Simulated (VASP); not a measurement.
# KTaO3 in VASP: a series of runs, part 2 of 3

VASP 6.6.1.

### Step 4. Electric field gradients, LDA (volume scaled by 1.04)

File INCAR:

```
ALGO = Normal
EDIFF = 1E-8
ENCUT = 520
GGA_COMPAT = False
ISIF = 2
ISMEAR = -1
LASPH = True
LCHARG = False
LEFG = True
LREAL = False
LWAVE = False
NBANDS = 27
NELM = 120
PREC = Accurate
SIGMA = 0.01
```

File KPOINTS:

```
k-points
0
Gamma
  5 5 5
```

File POSCAR:

```
KTaO3
1.0
    4.0407836503      0.0000000000      0.0000000000
    0.0000000000      4.0407836503      0.0000000000
    0.0000000000      0.0000000000      4.0407836503
K Ta O
1 1 3
Direct
    0.5000000000      0.5000000000      0.5000000000
    0.0000000000      0.0000000000      0.0000000000
    0.5000000000      0.0000000000      0.0000000000
    0.0000000000      0.5000000000      0.0000000000
    0.0000000000      0.0000000000      0.5000000000
```

Potentials or basis: VASP PAW LDA potentials, release 64 (K_sv, Ta_pv, O).

Run with:

```bash
> cat potpaw_LDA.64/K_sv/POTCAR potpaw_LDA.64/Ta_pv/POTCAR potpaw_LDA.64/O/POTCAR > POTCAR
> mpirun -np 1 vasp_std > vasp.out
```

OUTCAR:

```text
EDIFF = 1E-8
   ENCUT = 520
   ISIF = 2
   ISMEAR = -1
   LASPH = True
   LREAL = False
   NELM = 120
   PREC = Accurate

 ion  position               nearest neighbor table
   1  0.500  0.500  0.500-   3 2.86   4 2.86   5 2.86   3 2.86   4 2.86   3 2.86   5 2.86   3 2.86
                             4 2.86   5 2.86   4 2.86   5 2.86   2 3.50   2 3.50   2 3.50   2 3.50
   2  0.000  0.000  0.000-   3 2.02   4 2.02   5 2.02   5 2.02   4 2.02   3 2.02   1 3.50   1 3.50
                             1 3.50   1 3.50   1 3.50   1 3.50   1 3.50   1 3.50
   3  0.500  0.000  0.000-   2 2.02   2 2.02   1 2.86   1 2.86   1 2.86   1 2.86
   4  0.000  0.500  0.000-   2 2.02   2 2.02   1 2.86   1 2.86   1 2.86   1 2.86
   5  0.000  0.000  0.500-   2 2.02   2 2.02   1 2.86   1 2.86   1 2.86   1 2.86

  LATTYP: Found a simple cubic cell.
 ALAT       =     4.0407836503

  Lattice vectors:

 A1 = (   4.0407836503,   0.0000000000,   0.0000000000)
 A2 = (   0.0000000000,   4.0407836503,   0.0000000000)
 A3 = (   0.0000000000,   0.0000000000,   4.0407836503)

Analysis of symmetry for initial positions (statically):
=====================================================================
 Subroutine PRICEL returns:
 Original cell was already a primitive cell.

 Routine SETGRP: Setting up the symmetry group for a
 simple cubic supercell.

 Subroutine GETGRP returns: Found 48 space group operations
 (whereof 48 operations were pure point group operations)
 out of a pool of 48 trial point group operations.

The static configuration has the point symmetry O_h .

Analysis of symmetry for dynamics (positions and initial velocities):
=====================================================================
 Subroutine PRICEL returns:
 Original cell was already a primitive cell.

 Routine SETGRP: Setting up the symmetry group for a
 simple cubic supercell.

 Subroutine GETGRP returns: Found 48 space group operations
 (whereof 48 operations were pure point group operations)
 out of a pool of 48 trial point group operations.

The dynamic configuration has the point symmetry O_h .

 Subroutine INISYM returns: Found 48 space group operations
 (whereof 48 operations are pure point group operations),
 and found     1 'primitive' translations

----------------------------------------------------------------------------------------

                                     Primitive cell

  volume of cell :      65.9776

  direct lattice vectors                    reciprocal lattice vectors
     4.040783650  0.000000000  0.000000000     0.247476749  0.000000000  0.000000000
     0.000000000  4.040783650  0.000000000     0.000000000  0.247476749  0.000000000
     0.000000000  0.000000000  4.040783650     0.000000000  0.000000000  0.247476749

  length of vectors
     4.040783650  4.040783650  4.040783650     0.247476749  0.247476749  0.247476749

  position of ions in fractional coordinates (direct lattice)
     0.500000000  0.500000000  0.500000000
     0.000000000  0.000000000  0.000000000
     0.500000000  0.000000000  0.000000000
     0.000000000  0.500000000  0.000000000
     0.000000000  0.000000000  0.500000000
[... 85 lines left out ...]
     AMIX_MAG =   1.60;   BMIX_MAG =  1.00
  volume/ion in A,a.u.               =      13.20        89.05
  Fermi-wavevector in a.u.,A,eV,Ry     =   1.362084  2.573965 25.242504  1.855272
  Thomas-Fermi vector in A             =   2.488604
   LORBIT       =      0    0 simple, 1 ext, 2 COOP (PROOUT), +10 PAW based schemes
   GGA     = CA    functional components
   LHFCALC =     F    Hartree Fock is set to
   AEXX    =    0.0000 exact exchange contribution
   IVDW    =     0    specifies the selected vdW correction
   LEPSILON=     F    determine dielectric tensor
   LRPA    =     F    only Hartree local field effects (RPA)
 non-spin polarized calculation
  energy-cutoff  :      520.00
  volume of cell :       65.98
 maximum number of plane-waves:      1795
 NGX is ok and might be reduce to    30
   NGX = 15   NGY = 15   NGZ = 15

 number of electron      37.9999981 magnetization

 Free energy of the ion-electron system (eV)
  ---------------------------------------------------
  ext. energy  EPLUGINS =         0.00000000
  ---------------------------------------------------
  free energy    TOTEN  =       -44.91091478 eV

  energy without entropy =      -44.91091478  energy(sigma->0) =      -44.91091478

 E-fermi :   1.4750     XC(G=0): -11.2302

 val. band max:        1.1469078371   @ k =   0.4000   0.4000   0.4000
 cond. band min:       3.1908578595   @ k =   0.0000   0.0000   0.0000
 fundamental gap:      2.0439500224
 Fermi energy:         1.4749960888

 k-point     1 :       0.0000    0.0000    0.0000
  band No.  band energies     occupation
      1     -32.8342      2.00000
      2     -32.8342      2.00000
      3     -32.8342      2.00000
      4     -25.6503      2.00000
      5     -15.8608      2.00000
      6     -15.1344      2.00000
[... 289 lines left out ...]
     26      11.9612      0.00000
     27      12.7235      0.00000

------------------------ aborting loop because EDIFF is reached ----------------------------------------

  FORCE on cell =-STRESS in cart. coord.  units (eV):
  Direction    XX          YY          ZZ          XY          YZ          ZX
  --------------------------------------------------------------------------------------
  -------------------------------------------------------------------------------------
  Total       -4.7443052     -4.7443052     -4.7443052     -0.0000000     -0.0000000      0.0000000
  in kB     -115.2090004   -115.2090004   -115.2090004     -0.0000000     -0.0000000      0.0000000
  external PRESSURE =    -115.2090004 kB  Pullay stress =       0.0000000 kB

 VOLUME and BASIS-vectors are now :
 -----------------------------------------------------------------------------
  energy-cutoff  :      520.00
  volume of cell :       65.98
      direct lattice vectors                 reciprocal lattice vectors
     4.040783650  0.000000000  0.000000000     0.247476749  0.000000000  0.000000000
     0.000000000  4.040783650  0.000000000     0.000000000  0.247476749  0.000000000
     0.000000000  0.000000000  4.040783650     0.000000000  0.000000000  0.247476749

 POSITION                                       TOTAL-FORCE (eV/Angst)
 -----------------------------------------------------------------------------------
      2.02039      2.02039      2.02039         0.000000      0.000000      0.000000
      0.00000      0.00000      0.00000         0.000000      0.000000      0.000000
      2.02039      0.00000      0.00000         0.000000      0.000000      0.000000
      0.00000      2.02039      0.00000         0.000000      0.000000      0.000000
      0.00000      0.00000      2.02039         0.000000      0.000000      0.000000
 -----------------------------------------------------------------------------------
    total drift:                                0.000000     -0.000000      0.000000

  FREE ENERGIE OF THE ION-ELECTRON SYSTEM (eV)
  ---------------------------------------------------
  free  energy   TOTEN  =       -44.9109147815 eV

  energy  without entropy=      -44.9109147815  energy(sigma->0) =      -44.91091478

 Electric field gradients (V/A^2)
---------------------------------------------------------------------
 ion       V_xx      V_yy      V_zz      V_xy      V_xz      V_yz
---------------------------------------------------------------------
   1       0.000     0.000    -0.000    -0.000     0.000    -0.000
   2      -0.000     0.000    -0.000     0.000     0.000    -0.000
   3      20.518   -10.259   -10.259     0.000    -0.000     0.000
   4     -10.259    20.518   -10.259    -0.000    -0.000     0.000
   5     -10.259   -10.259    20.518    -0.000    -0.000    -0.000
---------------------------------------------------------------------

 Electric field gradients after diagonalization (V/A^2)
 (convention: |V_zz| > |V_xx| > |V_yy|)
----------------------------------------------------------------------
 ion       V_xx      V_yy      V_zz     asymmetry (V_yy - V_xx)/ V_zz
----------------------------------------------------------------------
   1       0.000     0.000    -0.000       0.025
   2      -0.000     0.000    -0.000      -0.312
   3     -10.259   -10.259    20.518       0.000
   4     -10.259   -10.259    20.518       0.000
   5     -10.259   -10.259    20.518       0.000
----------------------------------------------------------------------

           NMR quadrupolar parameters

 Cq : quadrupolar parameter    Cq=e*Q*V_zz/h
 eta: asymmetry parameters     (V_yy - V_xx)/ V_zz
 Q  : nuclear electric quadrupole moment in mb (millibarn)
----------------------------------------------------------------------
 ion       Cq(MHz)       eta       Q (mb)
----------------------------------------------------------------------
   1      -0.000       0.025       1.000
   2      -0.000      -0.312       1.000
   3       0.050       0.000       1.000
   4       0.050       0.000       1.000
   5       0.050       0.000       1.000
----------------------------------------------------------------------
```

It took 16 s on 1 thread of Intel Xeon Platinum 8488C (Sapphire Rapids), shared host; peak memory 0.15 GiB.

Results:

- Free energy: -44.9109 eV
- Pressure: -11.5 GPa
- Band gap on the k mesh: 2.04 eV, indirect (least direct gap 2.58 eV)

Electric field gradients, principal values (V/Å²):
```csv
atom,least,middle,greatest (by size)
1 K,0.000,0.000,0.000
2 Ta,0.000,0.000,0.000
3 O,-10.259,-10.259,20.518
4 O,-10.259,-10.259,20.518
5 O,-10.259,-10.259,20.518
```

Caveat: without QUAD_EFG the Cq values of the log hold for a quadrupole moment of 1 mb, not for the nuclei; spin-orbit coupling is left out, which moves the levels of the heavy elements.

(Continued in part 3 of 3.)
